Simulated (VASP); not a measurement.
A run of VASP 6.6.1:

Contents of INCAR:

```
  PREC = Accurate
  ENCUT = 520
  EDIFF = 1E-6
  ISMEAR = 0
  SIGMA = 0.15
  LREAL = F
  LASPH = T
  NELM = 80
  ALGO = Normal
  ISIF = 2
  LWAVE = F
  LCHARG = F
  GGA = PE
  NBANDS = 14
```

KPOINTS

```
Automatic mesh
0
Gamma
  20 20 20
```

Contents of POSCAR:

```
HfC
1.0
    0.0000000000      2.5257561725      1.9700898145
    2.5257561725      0.0000000000      1.9700898145
    2.5257561725      2.5257561725      0.0000000000
Hf C
1 1
Direct
    0.5000000000      0.5000000000      0.5000000000
    0.0000000000      0.0000000000      0.0000000000
```

Potentials or basis: VASP PAW PBE potentials, release 64 (Hf_pv, C).

Command:

```console
$ cat potpaw_PBE.64/Hf_pv/POTCAR potpaw_PBE.64/C/POTCAR > POTCAR
$ mpirun -np 1 vasp_std > vasp.out
```

Hardware: 1 thread of AMD EPYC 7R43 64-Core Processor (Zen 3), on a shared host.

Problem. How long does it take, and how much memory?

Solution. Wall time 5.8 min on 1 thread of AMD EPYC 7R43 64-Core Processor (Zen 3) (shared host), peak memory 0.3 GiB. Counts: scf iterations 12, k points 641.
